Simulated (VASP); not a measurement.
# CaO (Fm-3m) in VASP: vibrations by perturbation theory with LDA

Aim: the vibrations by perturbation theory of CaO with LDA.

All numbers are computed with VASP 6.6.1; they aren't measurements. Logs are shortened: lines on timing, memory, paths and dates and some standing lists are left out, and cuts for length are marked.

### 1 The cell of the first run

Symmetry: Fm-3m, No. 225, cubic system. The conventional cell has a = 4.707 Å, b = 4.707 Å, c = 4.707 Å, α = 90.00°, β = 90.00°, γ = 90.00°. Within 3.1 Å of Ca (site symmetry m-3m) lie 6 O at 2.35 Å. Within 3.1 Å of O (site symmetry m-3m) lie 6 Ca at 2.35 Å.

### 2 Vibrations by perturbation theory, LDA

Contents of INCAR:

```
ALGO = Normal
EDIFF = 1E-8
ENCUT = 520
GGA = CA
IBRION = 8
ISIF = 2
ISMEAR = 0
LASPH = True
LCHARG = True
LEPSILON = True
LREAL = False
LWAVE = False
NELM = 60
NSW = 1
PREC = Accurate
SIGMA = 0.01
```

Contents of KPOINTS:

```
k-points
0
Gamma
  12 12 12
```

Contents of POSCAR:

```
CaO
1.0
    0.0000000000      2.3537262159      2.3537262159
    2.3537262159      0.0000000000      2.3537262159
    2.3537262159      2.3537262159      0.0000000000
Ca O
1 1
Direct
    0.0000000000      0.0000000000      0.0000000000
    0.5000000000      0.5000000000      0.5000000000
```

Potentials or basis: VASP PAW LDA potentials, release 64 (Ca_sv, O).

The run is started by

```bash
> cat potpaw_LDA.64/Ca_sv/POTCAR potpaw_LDA.64/O/POTCAR > POTCAR
> mpirun -np 1 vasp_std > vasp.out
```

OUTCAR:

```text
EDIFF = 1E-8
   ENCUT = 520
   GGA = CA
   IBRION = 8
   ISIF = 2
   ISMEAR = 0
   LASPH = True
   LEPSILON = True
   LREAL = False
   NELM = 60
   NSW = 1
   PREC = Accurate

 ion  position               nearest neighbor table
   1  0.000  0.000  0.000-   2 2.35   2 2.35   2 2.35   2 2.35   2 2.35   2 2.35
   2  0.500  0.500  0.500-   1 2.35   1 2.35   1 2.35   1 2.35   1 2.35   1 2.35

  LATTYP: Found a face centered cubic cell.
 ALAT       =     4.7074524318

  Lattice vectors:

 A1 = (   0.0000000000,   2.3537262159,   2.3537262159)
 A2 = (   2.3537262159,   0.0000000000,   2.3537262159)
 A3 = (   2.3537262159,   2.3537262159,   0.0000000000)

Analysis of symmetry for initial positions (statically):
=====================================================================
 Subroutine PRICEL returns:
 Original cell was already a primitive cell.

 Routine SETGRP: Setting up the symmetry group for a
 face centered cubic supercell.

 Subroutine GETGRP returns: Found 48 space group operations
 (whereof 48 operations were pure point group operations)
 out of a pool of 48 trial point group operations.

The static configuration has the point symmetry O_h .

Analysis of symmetry for dynamics (positions and initial velocities):
=====================================================================
 Subroutine PRICEL returns:
 Original cell was already a primitive cell.

 Routine SETGRP: Setting up the symmetry group for a
 face centered cubic supercell.

 Subroutine GETGRP returns: Found 48 space group operations
 (whereof 48 operations were pure point group operations)
 out of a pool of 48 trial point group operations.

The dynamic configuration has the point symmetry O_h .

 Subroutine INISYM returns: Found 48 space group operations
 (whereof 48 operations are pure point group operations),
 and found     1 'primitive' translations

----------------------------------------------------------------------------------------

                                     Primitive cell

  volume of cell :      26.0794

  direct lattice vectors                    reciprocal lattice vectors
     0.000000000  2.353726216  2.353726216    -0.212429125  0.212429125  0.212429125
     2.353726216  0.000000000  2.353726216     0.212429125 -0.212429125  0.212429125
     2.353726216  2.353726216  0.000000000     0.212429125  0.212429125 -0.212429125

  length of vectors
     3.328671537  3.328671537  3.328671537     0.367938037  0.367938037  0.367938037

  position of ions in fractional coordinates (direct lattice)
     0.000000000  0.000000000  0.000000000
     0.500000000  0.500000000  0.500000000

  ion indices of the primitive-cell ions
   primitive index   ion index
                 1           1
                 2           2

----------------------------------------------------------------------------------------

 KPOINTS: k-points

Automatic generation of k-mesh.
 Grid dimensions read from file:
 generate k-points for:   12   12   12

 Generating k-lattice:

  Cartesian coordinates                     Fractional coordinates (reciprocal lattice)
[... 510 lines left out ...]
  ---------------------------------------------------
  ---------------------------------------------------
  free energy    TOTEN  =        -0.22061263 eV

  energy without entropy =       -0.22061263

------------------------ aborting loop because EDIFF is reached ----------------------------------------

--------------------------------------- Ionic step        2  -------------------------------------------

------------------------ aborting loop because EDIFF is reached ----------------------------------------

--------------------------------------- Ionic step        3  -------------------------------------------

------------------------ aborting loop because EDIFF is reached ----------------------------------------

 PIEZOELECTRIC TENSOR FIELD DIRECTION 3  (e Angst)
 -----------------------------------------------------------------------------
    -0.00011  0.00000 -0.00000           ( -0.00000  0.00000 -0.00000)
     0.00000 -0.00011 -0.00000           (  0.00000 -0.00000  0.00000)
    -0.00000 -0.00000 -0.00029           ( -0.00000  0.00000 -0.00000)

 PIEZOELECTRIC TENSOR FIELD DIRECTION 3  (C/m^2)
 -----------------------------------------------------------------------------
    -0.00007  0.00000 -0.00000
     0.00000 -0.00007 -0.00000
    -0.00000 -0.00000 -0.00018

--------------------------------------- Ionic step        4  -------------------------------------------

------------------------ aborting loop because EDIFF is reached ----------------------------------------

[... ionic steps 5 to 6 ...]

--------------------------------------- Ionic step        7  -------------------------------------------

 Free energy of the ion-electron system (eV)
  ---------------------------------------------------
  ---------------------------------------------------
  free energy    TOTEN  =        -0.35691037 eV

  energy without entropy =       -0.35691037

------------------------ aborting loop because EDIFF is reached ----------------------------------------

 INTERNAL STRAIN TENSOR  FOR ION    2  DIRECTION 1   (eV/Angst):
 -----------------------------------------------------------------------------
     0.02227 -0.00000  0.00000
     0.00000 -0.01132 -0.00000
     0.00000 -0.00000 -0.01132

 MACROSCOPIC STATIC DIELECTRIC TENSOR (including local field effects in DFT)
 ------------------------------------------------------
           3.883890    -0.000000     0.000000
          -0.000000     3.883890     0.000000
          -0.000000     0.000000     3.883890
 ------------------------------------------------------

 PIEZOELECTRIC TENSOR (including local field effects)  for field in x, y, z        (e  Angst)
          XX          YY          ZZ          XY          YZ          ZX
  --------------------------------------------------------------------------------
  x     0.00000     0.00000     0.00000     0.00000     0.00000     0.00000
  y     0.00000     0.00000     0.00000     0.00000     0.00000     0.00000
  z     0.00000     0.00000     0.00000     0.00000     0.00000     0.00000

 PIEZOELECTRIC TENSOR (including local field effects)  for field in x, y, z        (C/m^2)
          XX          YY          ZZ          XY          YZ          ZX
  --------------------------------------------------------------------------------
  x     0.00000     0.00000     0.00000     0.00000     0.00000     0.00000
  y     0.00000     0.00000     0.00000     0.00000     0.00000     0.00000
  z     0.00000     0.00000     0.00000     0.00000     0.00000     0.00000

 BORN EFFECTIVE CHARGES (including local field effects) (in |e|, cummulative output)
 ---------------------------------------------------------------------------------
 ion    1
    1     2.37797    -0.00000    -0.00000
    2    -0.00000     2.37797    -0.00000
    3    -0.00000    -0.00000     2.37797
 ion    2
    1    -2.37797     0.00000     0.00000
    2     0.00000    -2.37797     0.00000
    3     0.00000     0.00000    -2.37797

 INTERNAL STRAIN TENSOR FOR ION    2 for displacements in x,y,z  (eV/Angst):
          X           Y           Z          XY          YZ          ZX
  --------------------------------------------------------------------------------
  x     0.00000     0.00000     0.00000     0.00000     0.00000     0.00000
  y     0.00000     0.00000     0.00000     0.00000     0.00000     0.00000
  z     0.00000     0.00000     0.00000     0.00000     0.00000     0.00000

 SECOND DERIVATIVES (NOT SYMMETRIZED)
 ------------------------------------
               1X          1Y          1Z          2X          2Y          2Z
  1X    -3.788597    0.000000    0.000000    3.788597    0.000000    0.000000
  1Y     0.000000   -3.788597    0.000000    0.000000    3.788597    0.000000
  1Z     0.000000    0.000000   -3.788597    0.000000    0.000000    3.788597
  2X     3.760599    0.000000    0.000000   -3.760599    0.000000    0.000000
  2Y     0.000000    3.760599    0.000000    0.000000   -3.760599    0.000000
  2Z     0.000000    0.000000    3.760599    0.000000    0.000000   -3.760599

 Eigenvectors and eigenvalues of the dynamical matrix
 ----------------------------------------------------

   1 f  =    8.974781 THz    56.390213 2PiTHz  299.366475 cm-1    37.116696 meV
             X         Y         Z           dx          dy          dz
      0.000000  0.000000  0.000000     0.000000    0.535568    0.000000
      2.353726  2.353726  2.353726    -0.000000   -0.844492    0.000000
[... 21 lines left out ...]
   6 f/i=    0.015054 THz     0.094589 2PiTHz    0.502156 cm-1     0.062259 meV
             X         Y         Z           dx          dy          dz
      0.000000  0.000000  0.000000     0.317109   -0.782694    0.000000
      2.353726  2.353726  2.353726     0.201107   -0.496376    0.000000

--------------------------------------------------------------------------------------------------------

 MACROSCOPIC STATIC DIELECTRIC TENSOR IONIC CONTRIBUTION
 ------------------------------------------------------
          10.394591    -0.000000     0.000000
          -0.000000    10.394591    -0.000000
           0.000000    -0.000000    10.394591
 ------------------------------------------------------

 ELASTIC MODULI CONTR FROM IONIC RELAXATION (kBar)
 Direction    XX          YY          ZZ          XY          YZ          ZX
 --------------------------------------------------------------------------------
 XX           0.0000      0.0000      0.0000      0.0000      0.0000      0.0000
 YY           0.0000      0.0000      0.0000      0.0000      0.0000      0.0000
 ZZ           0.0000      0.0000      0.0000      0.0000      0.0000      0.0000
 XY           0.0000      0.0000      0.0000      0.0000      0.0000      0.0000
 YZ           0.0000      0.0000      0.0000      0.0000      0.0000      0.0000
 ZX           0.0000      0.0000      0.0000      0.0000      0.0000      0.0000
 --------------------------------------------------------------------------------

 PIEZOELECTRIC TENSOR IONIC CONTR  for field in x, y, z        (C/m^2)
          XX          YY          ZZ          XY          YZ          ZX
  --------------------------------------------------------------------------------
  x     0.00000     0.00000     0.00000     0.00000     0.00000     0.00000
  y     0.00000     0.00000     0.00000     0.00000     0.00000     0.00000
  z     0.00000     0.00000     0.00000     0.00000     0.00000     0.00000
```

Wall time 9.5 min (1 thread of AMD EPYC 9R45 (Zen 5), shared host); peak memory 0.25 GiB.

What came out:

| Item | Value |
| --- | --- |
| Electronic dielectric tensor (diagonal) | 3.88 |
| Born charges (mean of the diagonal) | Ca +2.38; O -2.38 e |
| Highest phonon frequency at Γ, LO-TO splitting left out | 299 cm⁻¹ |

Phonon frequencies in cm⁻¹ (negative: imaginary):
```
              q point           frequencies
(0.000, 0.000, 0.000)  -1 -1 -1 299 299 299
```

Electronic dielectric tensor:
```
3.88 0.00 0.00
0.00 3.88 0.00
0.00 0.00 3.88
```

Born effective charge tensors (e):
atom 1, Ca
```
2.38 0.00 0.00
0.00 2.38 0.00
0.00 0.00 2.38
```
atom 2, O
```
-2.38  0.00  0.00
 0.00 -2.38  0.00
 0.00  0.00 -2.38
```

Caveat: the cell stands under pressure or tension, which shifts response properties.
